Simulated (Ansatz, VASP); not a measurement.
# Al in VASP and in Ansatz

INCAR

```
SYSTEM = Al
PREC = Accurate
ENCUT = 520
EDIFF = 1E-6
ISMEAR = 0
SIGMA = 0.15
LREAL = .FALSE.
LASPH = .TRUE.
NELM = 60
ALGO = Normal
ISIF = 2
LWAVE = .FALSE.
LCHARG = .TRUE.
GGA = PS
LELF = .TRUE.
LVHAR = .TRUE.
NBANDS = 10
```

KPOINTS

```
Automatic mesh
0
G
  18 18 10
  0 0 0
```

The input POSCAR:

```
Al
1.0
    2.8496988417      0.0000000000      0.0000000000
   -1.4248494208      2.4679115900      0.0000000000
    0.0000000000      0.0000000000      5.0094000000
Al
2
Direct
    0.6666666667      0.3333333333      0.7500000000
    0.3333333333      0.6666666667      0.2500000000
```

Input for Ansatz:

```yaml
crystal:
  lattice:
    - [2.8496988417, 0.0, 0.0]
    - [-1.4248494208, 2.46791159, 0.0]
    - [0.0, 0.0, 5.0094]
  atoms:
    - { symbol: Al, position: [0.6666666667, 0.3333333333, 0.75] }
    - { symbol: Al, position: [0.3333333333, 0.6666666667, 0.25] }
basis:
  ecutwfc: 420
kpoints:
  mp_grid: { grid: [18, 18, 10] }
hamiltonian:
  xc: pbesol
  pseudopotentials: { kind: paw, azcp: { folder: soft_1 } }
scf:
  occupations: { method: gaussian, width: 0.15 }
output:
  forces: true
  stress: true
  eigenvalues: true
```

Alike in both runs: task single point; functional PBEsol; k mesh 18 × 18 × 10; occupations gaussian, width 0.15 eV; no spin polarisation.

|  | VASP | Ansatz |
| --- | --- | --- |
| version | VASP 6.6.1 | Ansatz 0.2.0 |
| potentials or method | VASP PAW PBE potentials, release 64 (Al), cutoff 520 eV | scalar-relativistic, plane waves, PAW |
| valence electrons in the cell | 6 | 6 |

VASP gave:

- gap on the k mesh at the Fermi level (eV): none
- pressure (GPa): -4.7
- traceless stress, the component that is largest in VASP (GPa): -1.51

Estimate Ansatz's values.

gap on the k mesh at the Fermi level (eV): none; pressure (GPa): -4.8; traceless stress, the component that is largest in VASP (GPa): -1.49.

VASP's potentials were made for PBE, not for PBEsol, and Ansatz warns of the same on its side. A gap of «none» marks a metal or a gap that the smearing closes. The functional is the same, so the differences come from potentials, cutoffs and numerics.
